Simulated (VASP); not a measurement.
MnO2, 12 atoms in the cell. It takes space group Pnma (No. 62, orthorhombic). Conventional cell: a = 9.264 Å, b = 2.859 Å, c = 4.513 Å, α = 90.00°, β = 90.00°, γ = 90.00°. Mn (site symmetry m) has 6 O at 1.82 to 2.27 Å within 2.4 Å. O (site symmetry m) has 3 Mn at 1.82 to 1.92 Å within 2.4 Å. Within 2.9 Å of O (site symmetry m) lie 3 Mn at 1.98 to 2.27 Å and 10 O at 2.61 to 2.86 Å. 

* Program: VASP 6.6.1
* Task: single point
* Functional: PBE
* Potentials or basis: VASP PAW PBE potentials, release 64 (Mn_pv, O)
* Cutoff: 520 eV
* k mesh: 2 × 6 × 4
* Occupations: gaussian, width 0.05 eV
* Spin: collinear spin, ferromagnetic start
* Starting moments: [3.0, 3.0, 3.0, 3.0, 0.0, 0.0, 0.0, 0.0, 0.0, 0.0, 0.0, 0.0] μB
* Hubbard terms: Mn d U = 3.9 eV
* Dipole correction: no
* Further INCAR settings: ALGO = Normal; EDIFF = 1e-06; NBANDS = 66

Potentials or basis: VASP PAW PBE potentials, release 64 (Mn_pv, O).

The run is started by

```bash
$ cat potpaw_PBE.64/Mn_pv/POTCAR potpaw_PBE.64/O/POTCAR > POTCAR
$ mpirun -np 1 vasp_std > vasp.out
```

Hardware: 1 thread of Oxide Virtual Turin-like Processor, on a shared host.

Problem. Estimate the wall time of this run.

Solution. Wall time 5.7 min on 1 thread of Oxide Virtual Turin-like Processor, with other jobs on the host, peak memory 0.4 GiB. Counts: scf iterations 18, k points 24.
